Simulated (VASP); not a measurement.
# ZrB2 (P6/mmm) in VASP: a series of runs

The runs below take ZrB2 through single point, vibrations by perturbation theory, with PBEsol+D4+U, LDA+U, PBEsol.

All numbers are computed with VASP 6.6.1; they aren't measurements. Logs are shortened: lines on timing, memory, paths and dates and some standing lists are left out, and cuts for length are marked.

### Step 1. The cell of the first run

The structure is hexagonal, space group P6/mmm (No. 191). Conventional cell: a = 3.170 Å, b = 3.170 Å, c = 3.533 Å, α = 90.00°, β = 90.00°, γ = 120.00°. Within 3.6 Å of Zr (site symmetry 6/mmm) lie 12 B at 2.54 Å and 8 Zr at 3.17 to 3.53 Å. B (site symmetry -6m2) has 3 B at 1.83 Å within 2.4 Å.

### Step 2. Single point, PBEsol+D4+U

File POSCAR:

```
ZrB2
1.0
    3.1700000000      0.0000000000      0.0000000000
   -1.5850000000      2.7453005300      0.0000000000
    0.0000000000      0.0000000000      3.5330000000
Zr B
1 2
Direct
    0.0000000000      0.0000000000      0.0000000000
    0.6666666667      0.3333333333      0.5000000000
    0.3333333333      0.6666666667      0.5000000000
```

File INCAR.step1:

```
SYSTEM = ZrB2
  PREC = Accurate
  ENCUT = 420
  EDIFF = 1E-6
  ISMEAR = 0
  SIGMA = 0.1
  LREAL = .FALSE.
  LASPH = .TRUE.
  NELM = 200
  ALGO = Normal
  ISIF = 2
  LWAVE = .FALSE.
  LCHARG = .TRUE.
  LMAXMIX = 4
  LDAU = .TRUE.
  LDAUTYPE = 2
  LDAUL = 2 -1
  LDAUU = 5.3 0
  LDAUJ = 0 0
  LDAUPRINT = 1
  GGA = PS
  IVDW = 13
  NBANDS = 16
  GGA_COMPAT = .FALSE.
  NEDOS = 2001
  LORBIT = 11
```

File KPOINTS.step1:

```
regular mesh
0
G
  10 10 8
  0 0 0
```

File INCAR.step2:

```
SYSTEM = ZrB2
  PREC = Accurate
  ENCUT = 420
  EDIFF = 1E-6
  ISMEAR = -5
  SIGMA = 0.1
  LREAL = .FALSE.
  LASPH = .TRUE.
  NELM = 200
  ALGO = Normal
  ISIF = 2
  LWAVE = .FALSE.
  LCHARG = .FALSE.
  LMAXMIX = 4
  LDAU = .TRUE.
  LDAUTYPE = 2
  LDAUL = 2 -1
  LDAUU = 5.3 0
  LDAUJ = 0 0
  LDAUPRINT = 1
  GGA = PS
  IVDW = 13
  LORBIT = 11
  NEDOS = 1001
  ICHARG = 11
  GGA_COMPAT = .FALSE.
```

File KPOINTS.step2:

```
regular mesh
0
G
  15 15 12
  0 0 0
```

Potentials or basis: VASP PAW PBE potentials, release 64 (Zr_sv, B).

The run is started by

```
> cat potpaw_PBE.64/Zr_sv/POTCAR potpaw_PBE.64/B/POTCAR > POTCAR
> cp INCAR.step1 INCAR
> cp KPOINTS.step1 KPOINTS
> mpirun -np 1 vasp_std > vasp.out
> cp INCAR.step2 INCAR
> cp KPOINTS.step2 KPOINTS
> mpirun -np 1 vasp_std > vasp.out
```

OUTCAR:

```text
SYSTEM = ZrB2
   PREC = Accurate
   ENCUT = 420
   EDIFF = 1E-6
   ISMEAR = -5
   LREAL = .FALSE.
   LASPH = .TRUE.
   NELM = 200
   ISIF = 2
   GGA = PS
   IVDW = 13
   LORBIT = 11
   ICHARG = 11

 ion  position               nearest neighbor table
   1  0.000  0.000  0.000-   2 2.54   3 2.54   2 2.54   3 2.54   2 2.54   2 2.54   3 2.54   3 2.54
                             2 2.54   2 2.54   3 2.54   3 2.54
   2  0.667  0.333  0.500-   3 1.83   3 1.83   3 1.83   1 2.54   1 2.54   1 2.54   1 2.54   1 2.54
                             1 2.54
   3  0.333  0.667  0.500-   2 1.83   2 1.83   2 1.83   1 2.54   1 2.54   1 2.54   1 2.54   1 2.54
                             1 2.54

  LATTYP: Found a hexagonal cell.
 ALAT       =     3.1700000000
 C/A-ratio  =     1.1145110410

  Lattice vectors:

 A1 = (   3.1700000000,   0.0000000000,   0.0000000000)
 A2 = (  -1.5850000000,   2.7453005300,   0.0000000000)
 A3 = (   0.0000000000,   0.0000000000,   3.5330000000)

Analysis of symmetry for initial positions (statically):
=====================================================================
 Subroutine PRICEL returns:
 Original cell was already a primitive cell.

 Routine SETGRP: Setting up the symmetry group for a
 hexagonal supercell.

 Subroutine GETGRP returns: Found 24 space group operations
 (whereof 24 operations were pure point group operations)
 out of a pool of 24 trial point group operations.

The static configuration has the point symmetry D_6h.

Analysis of symmetry for dynamics (positions and initial velocities):
=====================================================================
 Subroutine PRICEL returns:
 Original cell was already a primitive cell.

 Routine SETGRP: Setting up the symmetry group for a
 hexagonal supercell.

 Subroutine GETGRP returns: Found 24 space group operations
 (whereof 24 operations were pure point group operations)
 out of a pool of 24 trial point group operations.

The dynamic configuration has the point symmetry D_6h.

 Subroutine INISYM returns: Found 24 space group operations
 (whereof 24 operations are pure point group operations),
 and found     1 'primitive' translations

----------------------------------------------------------------------------------------

                                     Primitive cell

  volume of cell :      30.7463

  direct lattice vectors                    reciprocal lattice vectors
     3.170000000  0.000000000  0.000000000     0.315457413  0.182129422  0.000000000
    -1.585000000  2.745300530  0.000000000     0.000000000  0.364258845  0.000000000
     0.000000000  0.000000000  3.533000000     0.000000000  0.000000000  0.283045570

  length of vectors
     3.170000000  3.170000000  3.533000000     0.364258845  0.364258845  0.283045570

  position of ions in fractional coordinates (direct lattice)
     0.000000000  0.000000000  0.000000000
     0.666666667  0.333333333  0.500000000
     0.333333333  0.666666667  0.500000000

  ion indices of the primitive-cell ions
   primitive index   ion index
                 1           1
                 2           2
                 3           3

----------------------------------------------------------------------------------------

 KPOINTS: regular mesh

Automatic generation of k-mesh.
 Grid dimensions read from file:
 generate k-points for:   15   15   12

 Generating k-lattice:

  Cartesian coordinates                     Fractional coordinates (reciprocal lattice)
     0.021030494  0.012141961  0.000000000     0.066666667  0.000000000  0.000000000
     0.000000000  0.024283923  0.000000000     0.000000000  0.066666667  0.000000000
     0.000000000  0.000000000  0.023587131     0.000000000  0.000000000  0.083333333

  Length of vectors
     0.024283923  0.024283923  0.023587131

  Shift w.r.t. Gamma in fractional coordinates (k-lattice)
     0.000000000  0.000000000  0.000000000

 TETIRR: Found   2748 inequivalent tetrahedra from    16200

 Subroutine IBZKPT returns following result:
 ===========================================

 Found    189 irreducible k-points:

 Following reciprocal coordinates:
            Coordinates               Weight
  0.000000  0.000000  0.000000      1.000000
  0.066667  0.000000  0.000000      6.000000
  0.133333  0.000000  0.000000      6.000000
  0.200000 -0.000000  0.000000      6.000000
  0.266667  0.000000  0.000000      6.000000
  0.333333 -0.000000  0.000000      6.000000
[... 16 lines left out ...]
  0.333333  0.200000  0.000000     12.000000
  0.400000  0.200000  0.000000      6.000000
 [... further k-points ...]
   k-points           NKPTS =    189   k-points in BZ     NKDIM =    189   number of bands    NBANDS=     13
   number of dos      NEDOS =   1001   number of ions     NIONS =      3
   total plane-waves  NPLWV =  13824
   dimension x,y,z NGX =    24 NGY =   24 NGZ =   24
   dimension x,y,z NGXF=    48 NGYF=   48 NGZF=   48
   ions per type =               1   2
   NGX,Y,Z   is equivalent  to a cutoff of  12.59, 12.59, 11.29 a.u.
   NGXF,Y,Z  is equivalent  to a cutoff of  25.17, 25.17, 22.59 a.u.
 SYSTEM =  ZrB2
   PREC   = accura    normal or accurate (medium, high low for compatibility)
   ISTART =      0    job   : 0-new  1-cont  2-samecut
   ICHARG =     11    charge: 1-file 2-atom 10-const
   ISPIN  =      1    spin polarized calculation?
   LNONCOLLINEAR =      F non collinear calculations
   LSORBIT =      F    spin-orbit coupling
   LASPH  =      T    aspherical Exc in radial PAW
   ENCUT  =  420.0 eV  30.87 Ry    5.56 a.u.   5.30  5.30  5.90*2*pi/ulx,y,z
   NELM   =    200;   NELMIN=  2; NELMDL=  0     # of ELM steps
   EDIFF  = 0.1E-05   stopping-criterion for ELM
   LREAL  =      F    real-space projection
   EDIFFG = 0.1E-04   stopping-criterion for IOM
   NSW    =      0    number of steps for IOM
   IBRION =     -1    ionic relax: 0-MD 1-quasi-New 2-CG
   NFREE  =      0    steps in history (QN), initial steepest desc. (CG)
   ISIF   =      2    stress and relaxation
   ISYM   =      2    0-nonsym 1-usesym 2-fastsym
   POTIM  = 0.5000    time-step for ionic-motion
   TEBEG  =    0.0;   TEEND  =   0.0 temperature during run
   PSTRESS=    0.0 pullay stress
   NELECT =      18.0000    total number of electrons
   NUPDOWN=      -1.0000    fix difference up-down
   EMIN   =  10.00;   EMAX   =-10.00  energy-range for DOS
   EFERMI =   0.00;   METHOD = LEGACY
   ISMEAR =    -5;   SIGMA  =   0.10  broadening in eV -4-tet -1-fermi 0-gaus
   EFERMI_NEDOS =   21; number of points for ismear=-14 and -15
   IALGO  =     38    algorithm
   IMIX   =      4    mixing-type and parameters
     AMIX     =   0.40;   BMIX     =  1.00
     AMIX_MAG =   1.60;   BMIX_MAG =  1.00
  volume/ion in A,a.u.               =      10.25        69.16
  Fermi-wavevector in a.u.,A,eV,Ry     =   1.369519  2.588016 25.518847  1.875582
  Thomas-Fermi vector in A             =   2.495387
   LORBIT       =     11    0 simple, 1 ext, 2 COOP (PROOUT), +10 PAW based schemes
 LDA+U is selected, type is set to LDAUTYPE =  2
   angular momentum for each species LDAUL =     2   -1
   U (eV)           for each species LDAUU =   5.3  0.0
   J (eV)           for each species LDAUJ =   0.0  0.0
   GGA     = PS    functional components
   LHFCALC =     F    Hartree Fock is set to
   AEXX    =    0.0000 exact exchange contribution
   IVDW    =    13    specifies the selected vdW correction
   LEPSILON=     F    determine dielectric tensor
   LRPA    =     F    only Hartree local field effects (RPA)
 non-spin polarized calculation
 Fermi weights with tetrahedron method with Bloechl corrections
  energy-cutoff  :      420.00
  volume of cell :       30.75
 maximum number of plane-waves:       618
 NGX is ok and might be reduce to    24

atom =   1  type =  1  l = 2

 onsite density matrix

spin component  1

  0.1693 -0.0000 -0.0000  0.0000  0.0000
 -0.0000  0.1534  0.0000  0.0000  0.0000
 -0.0000  0.0000  0.1432  0.0000  0.0000
  0.0000  0.0000  0.0000  0.1534  0.0000
  0.0000  0.0000  0.0000  0.0000  0.1693

spin component  2

  0.1693 -0.0000 -0.0000  0.0000  0.0000
 -0.0000  0.1534  0.0000  0.0000  0.0000
 -0.0000  0.0000  0.1432  0.0000  0.0000
  0.0000  0.0000  0.0000  0.1534  0.0000
  0.0000  0.0000  0.0000  0.0000  0.1693

 occupancies and eigenvectors

  o =  0.1432  v =  0.0000 -0.0000 -1.0000  0.0000  0.0000  0.0000  0.0000  0.0000  0.0000  0.0000      0.0000  0.0000  0.0000  0.0000  0.0000  0.0000  0.0000  0.0000  0.0000  0.0000
  o =  0.1432  v =  0.0000  0.0000  0.0000  0.0000  0.0000  0.0000 -0.0000 -1.0000  0.0000  0.0000      0.0000  0.0000  0.0000  0.0000  0.0000  0.0000  0.0000  0.0000  0.0000  0.0000
  o =  0.1534  v =  0.0000  0.0001 -0.0000 -1.0000  0.0000  0.0000  0.0000  0.0000  0.0000  0.0000      0.0000  0.0000  0.0000  0.0000  0.0000  0.0000  0.0000  0.0000  0.0000  0.0000
  o =  0.1534  v =  0.0000  0.0000  0.0000  0.0000  0.0000  0.0000  0.0001 -0.0000 -1.0000  0.0000      0.0000  0.0000  0.0000  0.0000  0.0000  0.0000  0.0000  0.0000  0.0000  0.0000
  o =  0.1534  v =  0.0000  1.0000 -0.0000  0.0001 -0.0000  0.0000  0.0000  0.0000  0.0000  0.0000      0.0000  0.0000  0.0000  0.0000  0.0000  0.0000  0.0000  0.0000  0.0000  0.0000
  o =  0.1534  v =  0.0000  0.0000  0.0000  0.0000  0.0000  0.0000  1.0000 -0.0000  0.0001 -0.0000      0.0000  0.0000  0.0000  0.0000  0.0000  0.0000  0.0000  0.0000  0.0000  0.0000
  o =  0.1693  v =  0.0000  0.0000  0.0000  0.0000  1.0000  0.0000  0.0000  0.0000  0.0000  0.0000      0.0000  0.0000  0.0000  0.0000  0.0000  0.0000  0.0000  0.0000  0.0000  0.0000
  o =  0.1693  v =  0.0000  0.0000  0.0000  0.0000  0.0000  0.0000  0.0000  0.0000  0.0000  1.0000      0.0000  0.0000  0.0000  0.0000  0.0000  0.0000  0.0000  0.0000  0.0000  0.0000
  o =  0.1693  v =  1.0000  0.0000  0.0000  0.0000  0.0000  0.0000  0.0000  0.0000  0.0000  0.0000      0.0000  0.0000  0.0000  0.0000  0.0000  0.0000  0.0000  0.0000  0.0000  0.0000
  o =  0.1693  v =  0.0000  0.0000  0.0000  0.0000  0.0000  1.0000  0.0000  0.0000  0.0000  0.0000      0.0000  0.0000  0.0000  0.0000  0.0000  0.0000  0.0000  0.0000  0.0000  0.0000

 number of electron      18.0000000 magnetization

 Free energy of the ion-electron system (eV)
  ---------------------------------------------------
  ext. energy  EPLUGINS =         0.00000000
  ---------------------------------------------------
  free energy    TOTEN  =       -22.66058889 eV

  energy without entropy =      -22.66058889  energy(sigma->0) =      -22.66058889

 E-fermi :  11.2930     XC(G=0): -12.5454

 val. band max:       11.4716328273   @ k =   0.0667   0.0667   0.3333
 cond. band min:      11.2286324033   @ k =   0.1333   0.1333   0.2500
 fundamental gap:     -0.2430004239
 Fermi energy:        11.2930126550

 k-point     1 :       0.0000    0.0000    0.0000
  band No.  band energies     occupation
      1     -38.7062      2.00000
      2     -16.8625      2.00000
      3     -16.3310      2.00000
      4     -16.3310      2.00000
      5      -2.0558      2.00000
      6       8.2675      2.00000
      7       8.3751      2.00000
      8       8.3751      2.00000
      9       8.4920      2.00000
     10      15.0211      0.00000
     11      15.0212      0.00000
     12      15.4588      0.00000
     13      15.4753      0.00000
[... 353 lines left out ...]
 k-point    24 :       0.4000    0.2000    0.0000
  band No.  band energies     occupation
      1     -38.5832      2.00000
      2     -17.1353      2.00000
      3     -16.7456      2.00000
      4     -16.6834      2.00000
      5       2.4136      2.00000
      6       2.4843      2.00000
      7       5.2646      2.00000
      8       7.7104      2.00000
      9      10.0800      2.00000
     10      10.8832      1.61403
     11      13.8438      0.00000
     12      15.5264      0.00000
     13      17.5263      0.00000

 [... further k-points ...]

------------------------ aborting loop because EDIFF is reached ----------------------------------------

  DFT-D4 for vdW energy calculation

  Edisp (eV):   -0.54237

  FORCE on cell =-STRESS in cart. coord.  units (eV):
  Direction    XX          YY          ZZ          XY          YZ          ZX
  --------------------------------------------------------------------------------------
  -------------------------------------------------------------------------------------
  Total       0.94532     0.94532     1.33474     0.00000     0.00000     0.00000
  in kB      49.26051    49.26051    69.55284     0.00000     0.00000     0.00000
  external pressure =       56.02 kB  Pullay stress =        0.00 kB

 VOLUME and BASIS-vectors are now :
 -----------------------------------------------------------------------------
  energy-cutoff  :      420.00
  volume of cell :       30.75
      direct lattice vectors                 reciprocal lattice vectors
     3.170000000  0.000000000  0.000000000     0.315457413  0.182129422  0.000000000
    -1.585000000  2.745300530  0.000000000     0.000000000  0.364258845  0.000000000
     0.000000000  0.000000000  3.533000000     0.000000000  0.000000000  0.283045570

 POSITION                                       TOTAL-FORCE (eV/Angst)
 -----------------------------------------------------------------------------------
      0.00000      0.00000      0.00000         0.000000     -0.000000      0.000000
      1.58500      0.91510      1.76650         0.000000      0.000000      0.000000
     -0.00000      1.83020      1.76650        -0.000000     -0.000000      0.000000
 -----------------------------------------------------------------------------------
    total drift:                               -0.000000      0.000000     -0.000000

  FREE ENERGIE OF THE ION-ELECTRON SYSTEM (eV)
  ---------------------------------------------------
  free  energy   TOTEN  =       -23.2029589562 eV

  energy  without entropy=      -23.2029589562  energy(sigma->0) =      -23.20295896

 total charge

# of ion       s       p       d       tot
------------------------------------------
    1        2.184   6.045   1.547   9.776
    2        0.663   1.262   0.000   1.925
    3        0.663   1.262   0.000   1.925
--------------------------------------------------
tot          3.510   8.570   1.547  13.626
```

Wall time 26 s (1 thread of Intel Xeon Platinum 8488C (Sapphire Rapids), shared host); peak memory 0.17 GiB.

What came out:

* Valence electrons inside the program's atomic spheres: Zr 9.78; B 1.93
* Dispersion energy per atom: -0.181 eV

Levels at points of the mesh, in eV from the Fermi level:
| k point | band 7 | band 8 | band 9 | band 10 | band 11 | band 12 |
| --- | --- | --- | --- | --- | --- | --- |
| (0.00, 0.00, 0.00) | -2.92 | -2.92 | -2.80 | 3.73 | 3.73 | 4.17 |
| (0.00, 0.00, 0.50) | -1.45 | -1.45 | 0.31 | 0.31 | 0.85 | 0.85 |

Eigenvalues of the final occupation matrices:
```tsv
site	spin	trace	eigenvalues
site 1 d	1	0.79	0.14 0.15 0.15 0.17 0.17
site 1 d	2	0.79	0.14 0.15 0.15 0.17 0.17
```

Caveat: the PAW data sets were made with another functional, which shifts forces and pressure a little; U without spin polarisation on a metal has little footing; the U is typed as a test and isn't derived for this compound; tetrahedron occupations give inexact forces and stress in metals.

[end of part 1 of 2]
